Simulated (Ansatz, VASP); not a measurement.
# C: VASP beside Ansatz

The input INCAR:

```
SYSTEM = C
PREC     = Accurate       ! precision mode
ENCUT    = 520            ! plane-wave cutoff, eV
EDIFF    = 1E-6           ! SCF threshold, eV
ISMEAR   = 0              ! smearing method
SIGMA    = 0.01           ! smearing width, eV
LREAL    = .False.        ! projectors in reciprocal space
LASPH    = .True.         ! aspherical terms in the spheres
NELM     = 60             ! most SCF steps
ALGO     = Normal         ! electronic algorithm
ISIF     = 2              ! what is computed and relaxed
LWAVE    = .False.        ! write WAVECAR
LCHARG   = .True.         ! write CHGCAR
GGA      = CA             ! functional
LELF     = .True.         ! ELF
LVHAR    = .True.       
NBANDS   = 16             ! bands
```

File KPOINTS:

```
Automatic mesh
0
Gamma
  12 12 6
  0 0 0
```

File POSCAR:

```
C
1.0
    2.5031953710      0.0000000000      0.0000000000
   -1.2515976855      2.1678307819      0.0000000000
    0.0000000000      0.0000000000      4.1688692747
C
4
Direct
    0.3333333333      0.6666666667      0.0002313176
    0.6666666667      0.3333333333      0.5002313176
    0.3333333333      0.6666666667      0.3747686824
    0.6666666667      0.3333333333      0.8747686824
```

Input for Ansatz:

```yaml
crystal:
  lattice:
    - [2.503195371, 0.0, 0.0]
    - [-1.2515976855, 2.1678307819, 0.0]
    - [0.0, 0.0, 4.1688692747]
  atoms:
    - { symbol: C, position: [0.3333333333, 0.6666666667, 0.0002313176] }
    - { symbol: C, position: [0.6666666667, 0.3333333333, 0.5002313176] }
    - { symbol: C, position: [0.3333333333, 0.6666666667, 0.3747686824] }
    - { symbol: C, position: [0.6666666667, 0.3333333333, 0.8747686824] }
kpoints:
  mp_grid: { grid: [12, 12, 6] }
  band_path:
    path:
      - [0.0, 0.0, 0.0]
      - [0.5, 0.0, 0.0]
      - [0.3333333333, 0.3333333333, 0.0]
      - [0.0, 0.0, 0.5]
      - [0.5, 0.0, 0.5]
      - [0.3333333333, 0.3333333333, 0.5]
    npoints: 1
hamiltonian:
  xc: lda
scf:
  occupations: { method: fixed }
  n_extra_bands: 5
output:
  forces: true
  stress: true
  eigenvalues: true
```

Alike in both runs: task single point; functional LDA; k mesh 12 × 12 × 6; no spin polarisation.

```csv
,VASP,Ansatz
version,VASP 6.6.1,Ansatz 0.2.0
potentials or method,"VASP PAW LDA potentials, release 64 (C)","plane waves, PAW"
plane-wave cutoff (eV),520,420
occupations,"gaussian, width 0.01 eV",fixed
valence electrons in the cell,16,16
```

```tsv
	VASP	Ansatz	Ansatz less VASP
gap on the k mesh at the Fermi level (eV)	3.11	3.12	+0.015
pressure (GPa)	-9.2	-10.7	-1.47
traceless stress, the component that is largest in VASP (GPa)	-0.06	0.01	+0.077
rms of the force components (eV/Å)	0.003	0.001	-0.0025
```

LDA's correlation is that of Perdew and Zunger in VASP and of Perdew and Wang (1992) in Ansatz. Atom by atom the forces differ by 0.003 eV/Å (rms over components).
